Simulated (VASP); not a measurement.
# In3Ga6BP10 (P1) in VASP: single point with PBE

Aim: the single point of In3Ga6BP10 with PBE.

All numbers are computed with VASP 6.6.1; they aren't measurements. Logs are shortened: lines on timing, memory, paths and dates and some standing lists are left out, and cuts for length are marked.

## Step 1: The cell of the first run

The typed cell holds 20 atoms: a = 6.738 Å, b = 6.759 Å, c = 10.391 Å, α = 84.16°, β = 71.09°, γ = 71.73°.

## Step 2: Single point, PBE

File INCAR:

```
PREC = Accurate ; ENCUT = 520
EDIFF = 1E-7 ; ISMEAR = 0
SIGMA = 0.02 ; LREAL = Auto
LASPH = True ; NELM = 80
ALGO = Normal ; ISIF = 2
LWAVE = False ; LCHARG = True
GGA = PE ; LVHAR = True
NBANDS = 101 ; KPAR = 4
```

File KPOINTS:

```
Automatic mesh
0
Gamma
  4 4 3
```

File POSCAR:

```
In3Ga6BP10
1.0
    2.7894320000      2.7897540000      5.4624690000
   -2.8016070000     -2.8025750000      5.4749670000
    8.3449680000     -5.5569870000      2.7316390000
B P Ga In
1 10 6 3
Direct
    0.5954844211      0.9975756576      0.7998638913
    0.5654317127      0.9016355376      0.6293013919
    0.4919430771      0.3170321605      0.8106642115
    0.9222839926      0.9018206229      0.8024576113
    0.4001012325      0.8753156373      0.9592382383
    0.7970560993      0.8712499020      0.2042340493
    0.6752601449      0.3733083682      0.3922676503
    0.1737269179      0.8715701155      0.4102784091
    0.0955886120      0.3659489327      0.5854955002
    0.8630080145      0.3705884014      0.0128413898
    0.2720277135      0.3963473496      0.1937253360
    0.1923916201      0.0024303248      0.6110460009
    0.9999453184      0.0009463597      0.9943559529
    0.3057833667      0.5019507831      0.3923827329
    0.7968418696      0.0012937064      0.4127377142
    0.5056503997      0.4961260627      0.9914708913
    0.9007568710      0.5030941863      0.2017681269
    0.0987136779      0.5005287125      0.8015735578
    0.4062001019      0.9986886315      0.1873551725
    0.6932363640      0.5006116515      0.6079563250
```

Potentials or basis: VASP PAW PBE potentials, release 64 (B, P, Ga_d, In_d).

On the command line:

```
$ cat potpaw_PBE.64/B/POTCAR potpaw_PBE.64/P/POTCAR potpaw_PBE.64/Ga_d/POTCAR potpaw_PBE.64/In_d/POTCAR > POTCAR
$ mpirun -np 4 vasp_std > vasp.out
```

OUTCAR:

```text
PREC = Accurate
   ENCUT = 520
   EDIFF = 1E-7
   ISMEAR = 0
   LREAL = Auto
   LASPH = True
   NELM = 80
   ISIF = 2
   GGA = PE

 ion  position               nearest neighbor table
   1  0.595  0.998  0.800-   5 2.04   2 2.04   3 2.05   4 2.10
   2  0.565  0.902  0.629-   1 2.04  15 2.45  12 2.46  20 2.58
   3  0.492  0.317  0.811-   1 2.05  16 2.38  20 2.55  18 2.58
   4  0.922  0.902  0.802-   1 2.10  13 2.42  12 2.43  18 2.60
   5  0.400  0.875  0.959-   1 2.04  16 2.45  13 2.47  19 2.61
   6  0.797  0.871  0.204-  17 2.36  13 2.41  15 2.42  19 2.56
[... 9 lines left out ...]
  16  0.506  0.496  0.991-  11 2.36  10 2.37   3 2.38   5 2.45
  17  0.901  0.503  0.202-   7 2.35  11 2.35  10 2.35   6 2.36
  18  0.099  0.501  0.802-   9 2.52  10 2.52   3 2.58   4 2.60  20 3.86  20 3.88
  19  0.406  0.999  0.187-  11 2.55   6 2.56   8 2.58   5 2.61
  20  0.693  0.501  0.608-   9 2.51   7 2.53   3 2.55   2 2.58  18 3.86  18 3.88

  LATTYP: Found a triclinic cell.
 ALAT       =    12.9599193689
 B/A-ratio  =     1.5170280449
 C/A-ratio  =     0.5215002615
 COS(alpha) =     0.0002025953
 COS(beta)  =     0.6031318367
 COS(gamma) =     0.7586019149

  Lattice vectors:

 A1 = (  -5.5433610000,   8.3595620000,  -8.2066060000)
 A2 = ( -13.9005040000,  13.9037280000,  -0.0008090000)
 A3 = (   2.8016070000,   2.8025750000,  -5.4749670000)

Analysis of symmetry for initial positions (statically):
=====================================================================
 Subroutine PRICEL returns:
 Original cell was already a primitive cell.

 Routine SETGRP: Setting up the symmetry group for a
 triclinic supercell.

 Subroutine GETGRP returns: Found  1 space group operations
 (whereof  1 operations were pure point group operations)
 out of a pool of  2 trial point group operations.

The static configuration has the point symmetry C_1 .

Analysis of symmetry for dynamics (positions and initial velocities):
=====================================================================
 Subroutine PRICEL returns:
 Original cell was already a primitive cell.

 Routine SETGRP: Setting up the symmetry group for a
 triclinic supercell.

 Subroutine GETGRP returns: Found  1 space group operations
 (whereof  1 operations were pure point group operations)
 out of a pool of  2 trial point group operations.

The dynamic configuration has the point symmetry C_1 .

 Subroutine INISYM returns: Found  1 space group operations
 (whereof  1 operations are pure point group operations),
 and found     1 'primitive' translations

[... 137 lines left out ...]
   ISYM   =      2    0-nonsym 1-usesym 2-fastsym
   POTIM  = 0.5000    time-step for ionic-motion
   TEBEG  =    0.0;   TEEND  =   0.0 temperature during run
   PSTRESS=    0.0 pullay stress
   NELECT =     170.0000    total number of electrons
   NUPDOWN=      -1.0000    fix difference up-down
   EMIN   =  10.00;   EMAX   =-10.00  energy-range for DOS
   EFERMI =   0.00;   METHOD = LEGACY
   ISMEAR =     0;   SIGMA  =   0.02  broadening in eV -4-tet -1-fermi 0-gaus
   EFERMI_NEDOS =   21; number of points for ismear=-14 and -15
   IALGO  =     38    algorithm
   IMIX   =      4    mixing-type and parameters
     AMIX     =   0.40;   BMIX     =  1.00
     AMIX_MAG =   1.60;   BMIX_MAG =  1.00
  volume/ion in A,a.u.               =      21.26       143.44
  Fermi-wavevector in a.u.,A,eV,Ry     =   1.206114  2.279226 19.792557  1.454712
  Thomas-Fermi vector in A             =   2.341791
   LORBIT       =      0    0 simple, 1 ext, 2 COOP (PROOUT), +10 PAW based schemes
   GGA     = PE    functional components
   LHFCALC =     F    Hartree Fock is set to
   AEXX    =    0.0000 exact exchange contribution
   IVDW    =     0    specifies the selected vdW correction
   LEPSILON=     F    determine dielectric tensor
   LRPA    =     F    only Hartree local field effects (RPA)
 non-spin polarized calculation
 Gauss-broadening in eV      SIGMA  =   0.02
  energy-cutoff  :      520.00
  volume of cell :      425.12
 maximum number of plane-waves:     11478
   NGX = 25   NGY = 25   NGZ = 39

 number of electron     169.9999992 magnetization

 Free energy of the ion-electron system (eV)
  ---------------------------------------------------
  ext. energy  EPLUGINS =         0.00000000
  ---------------------------------------------------
  free energy    TOTEN  =       -91.47699580 eV

  energy without entropy =      -91.47699580  energy(sigma->0) =      -91.47699580

 E-fermi :   4.9714     XC(G=0):  -9.6554

 val. band max:        4.8846063226   @ k =   0.0000   0.0000   0.0000
 cond. band min:       5.9826754776   @ k =   0.0000   0.0000   0.0000
 fundamental gap:      1.0980691550
 Fermi energy:         4.9714471853

 k-point     1 :       0.0000    0.0000    0.0000
  band No.  band energies     occupation
      1      -9.8084      2.00000
      2      -9.7956      2.00000
      3      -9.7935      2.00000
      4      -9.7752      2.00000
      5      -9.7678      2.00000
      6      -9.7579      2.00000
[... 2389 lines left out ...]
     96       8.2671      0.00000
     97       8.5575      0.00000

 [... further k-points ...]

 [bands above 97 left out]

------------------------ aborting loop because EDIFF is reached ----------------------------------------

  FORCE on cell =-STRESS in cart. coord.  units (eV):
  Direction    XX          YY          ZZ          XY          YZ          ZX
  --------------------------------------------------------------------------------------
  -------------------------------------------------------------------------------------
  Total       -0.7092807     -0.7057950      0.4394680     -1.2322185      0.0449123     -0.0114747
  in kB       -2.6731343     -2.6599973      1.6562652     -4.6439804      0.1692653     -0.0432458
  external PRESSURE =      -1.2256221 kB  Pullay stress =       0.0000000 kB

 VOLUME and BASIS-vectors are now :
 -----------------------------------------------------------------------------
  energy-cutoff  :      520.00
  volume of cell :      425.12
      direct lattice vectors                 reciprocal lattice vectors
     2.789432000  2.789754000  5.462469000     0.053558726  0.125474795  0.091635808
    -2.801607000 -2.802575000  5.474967000    -0.089329564 -0.089303543  0.091224987
     8.344968000 -5.556987000  2.731639000     0.071939790 -0.071923204 -0.000004230

 POSITION                                       TOTAL-FORCE (eV/Angst)
 -----------------------------------------------------------------------------------
      5.54109     -5.57936     10.89945        -0.002719      0.010990      0.152039
      4.30270     -4.44651      9.74410        -0.084118      0.050787     -0.106730
      7.24901     -4.02096      6.63741         0.037730      0.091489     -0.028896
      6.74258     -4.41372     12.16741        -0.051851     -0.067067     -0.052884
      6.66858     -6.66743      9.59816         0.079597     -0.092296     -0.094850
      1.48676     -1.35308      9.68185         0.016194      0.030526     -0.042666
[... 12 lines left out ...]
     -0.10139     -2.70683      8.19843         0.013846      0.006685      0.036777
      5.60459     -2.84745      8.18833        -0.022990     -0.003014      0.048337
 -----------------------------------------------------------------------------------
    total drift:                                0.022295     -0.011540      0.004284

  FREE ENERGIE OF THE ION-ELECTRON SYSTEM (eV)
  ---------------------------------------------------
  free  energy   TOTEN  =       -91.4769958027 eV

  energy  without entropy=      -91.4769958027  energy(sigma->0) =      -91.47699580
```

OSZICAR:

```text
N       E                     dE             d eps       ncg     rms          rms(c)
DAV:   1     0.196012675862E+04    0.19601E+04   -0.71651E+04  5744   0.226E+03
DAV:   2     0.368718809163E+03   -0.15914E+04   -0.15380E+04  5324   0.673E+02
DAV:   3    -0.453237282579E+02   -0.41404E+03   -0.39285E+03  6135   0.252E+02
[... 12 lines left out ...]
DAV:  16    -0.914769955667E+02   -0.58444E-07   -0.45330E-06  7960   0.181E-02    0.796E-03
DAV:  17    -0.914769954617E+02    0.10498E-06   -0.10305E-06  5760   0.186E-02    0.245E-03
DAV:  18    -0.914769955757E+02   -0.11397E-06   -0.51105E-07  5424   0.941E-03    0.123E-03
DAV:  19    -0.914769958061E+02   -0.23037E-06   -0.73489E-07  4384   0.573E-03    0.982E-04
DAV:  20    -0.914769958027E+02    0.33542E-08   -0.10616E-07  3576   0.405E-03
   1 F= -.91476996E+02 E0= -.91476996E+02  d E =-.152515E-11
```

stdout:

```text
POSCAR found type information on POSCAR B P GaIn
 POSCAR found :  4 types and      20 ions
 scaLAPACK will be used
 LDA part: xc-table for (Slater+PW92), standard interpolation
 POSCAR, INCAR and KPOINTS ok, starting setup
 FFT: planning ... GRIDC
 FFT: planning ... GRID_SOFT
 FFT: planning ... GRID
 WAVECAR not read
 entering main loop
```

Run time: 11 min. Hardware: 4 MPI ranks of Intel Xeon Platinum 8259CL at 2.50GHz (Skylake/Cascade Lake), shared host; peak memory 0.93 GiB.

What came out:

```
Free energy            : -91.4770 eV
Pressure               : -0.1 GPa
Largest force          : 0.154 eV/Å
Band gap on the k mesh : 1.10 eV
```

Forces on the atoms (eV/Å):
```
B   -0.003  0.011  0.152
P   -0.084  0.051 -0.107
P    0.038  0.091 -0.029
P   -0.052 -0.067 -0.053
P    0.080 -0.092 -0.095
P    0.016  0.031 -0.043
P    0.034 -0.051 -0.035
P    0.002  0.021 -0.019
P    0.063 -0.021 -0.048
P   -0.047  0.049 -0.053
P   -0.033 -0.022 -0.063
Ga  -0.011  0.026  0.063
Ga   0.001 -0.004  0.041
Ga   0.000 -0.001  0.039
Ga   0.003 -0.005  0.020
Ga   0.013 -0.011  0.042
Ga  -0.008  0.006  0.068
In  -0.001 -0.016  0.034
In   0.014  0.007  0.037
In  -0.023 -0.003  0.048
```

Stress tensor (GPa, compression positive):
```
-0.27 -0.46  0.00
-0.46 -0.27  0.02
 0.00  0.02  0.17
```

Levels at points of the mesh, in eV from the valence-band top:
```tsv
k point	band 81	band 82	band 83	band 84	band 85	band 86	band 87	band 88	band 89	band 90
(0.00, 0.00, 0.00)	-0.84	-0.62	-0.08	-0.05	0.00	1.10	1.52	1.64	2.05	2.64
(0.50, 0.00, 0.00)	-1.35	-1.22	-1.12	-0.75	-0.49	2.02	2.19	2.43	2.52	2.75
(0.00, 0.50, 0.00)	-1.61	-0.86	-0.79	-0.52	-0.36	1.57	2.24	2.43	2.49	2.76
(0.50, 0.50, 0.00)	-1.40	-1.29	-1.13	-0.95	-0.93	1.36	1.59	1.79	1.93	2.18
```

Caveat: spin-orbit coupling is left out, which moves the levels of the heavy elements; an odd mesh through Γ misses points on the zone boundary, where band edges can lie.
